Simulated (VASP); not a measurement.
Here is a VASP 6.6.1 calculation.

File INCAR:

```
SYSTEM = C
ALGO     = Normal         ! electronic algorithm
EDIFF    = 1E-7           ! SCF threshold, eV
EDIFFG   = -0.04          ! ionic threshold
ENCUT    = 600            ! plane-wave cutoff, eV
GGA      = PE             ! functional
IBRION   = 2              ! ionic algorithm
ISIF     = 3              ! what is computed and relaxed
ISMEAR   = 0              ! smearing method
ISYM     = 0            
LASPH    = .True.         ! aspherical terms in the spheres
LCHARG   = .False.        ! write CHGCAR
LREAL    = Auto         
LWAVE    = .False.        ! write WAVECAR
NELM     = 80             ! most SCF steps
NSW      = 90             ! ionic steps
PREC     = Accurate       ! precision mode
SIGMA    = 0.1            ! smearing width, eV
```

File KPOINTS:

```
k-points
0
Gamma
  3 3 3
  0 0 0
```

File POSCAR:

```
C
1.0
    5.4696720000     -0.0080320000      0.0476870000
   -0.0080320000      5.1910130000      0.0535580000
    0.0476870000      0.0535580000      5.3543890000
C
16
Direct
    0.5901240736      0.2254104912      0.6893065684
    0.8851107397      0.6507607463      0.3021540893
    0.0211226271      0.0735657441      0.5859240840
    0.2208551867      0.0993363769      0.4309680435
    0.7127265268      0.7233361919      0.7231991269
    0.8623623395      0.8223914106      0.5239172491
    0.7494683687      0.4152852285      0.7651727089
    0.3546353564      0.5253671643      0.3608354849
    0.1228273563      0.2778386832      0.0328033386
    0.2771942992      0.0668137349      0.1525819819
    0.6018783527      0.9452622032      0.8418631115
    0.9666456171      0.2545939871      0.8151501956
    0.4052035945      0.2948519028      0.5003656608
    0.5535469628      0.6931983436      0.2492537884
    0.4755545052      0.9076422125      0.0994733958
    0.0890391588      0.5032336537      0.2260436340
```

Potentials or basis: VASP PAW PBE potentials, release 64 (C).

The run is started by

```console
$ cat potpaw_PBE.64/C/POTCAR > POTCAR
$ mpirun -np 1 vasp_std > vasp.out
```

Q: What does it give for the band gap on the k mesh?

A: Zero (band 32 reaches 5.61 eV, above the bottom of band 33 at 4.96 eV).

Q: Estimate the relaxed volume.

A: 8.40 Å³/atom.

Q: Predict the relaxed cell.

A: a = 5.189 Å, b = 4.787 Å, c = 5.452 Å, α = 90.95°, β = 92.02°, γ = 83.08°.

Q: Predict the space group after relaxing (to 0.05 Å).

A: P1 (No. 1).

Forces on the atoms (eV/Å):
```
C   -0.023  0.011 -0.007
C    0.002 -0.010 -0.014
C    0.006 -0.005 -0.021
C   -0.031 -0.015  0.019
C   -0.008 -0.010  0.010
C   -0.023  0.021  0.000
C    0.008  0.019  0.001
C    0.016 -0.006 -0.008
C    0.002  0.022  0.009
C    0.011 -0.016  0.011
C    0.013 -0.006 -0.025
C   -0.021  0.006  0.011
C    0.022 -0.022  0.016
C    0.024 -0.016  0.016
C    0.000  0.031 -0.005
C    0.001 -0.004 -0.013
```

Caveat: the k points lie up to 0.44 Å⁻¹ apart in the final cell.
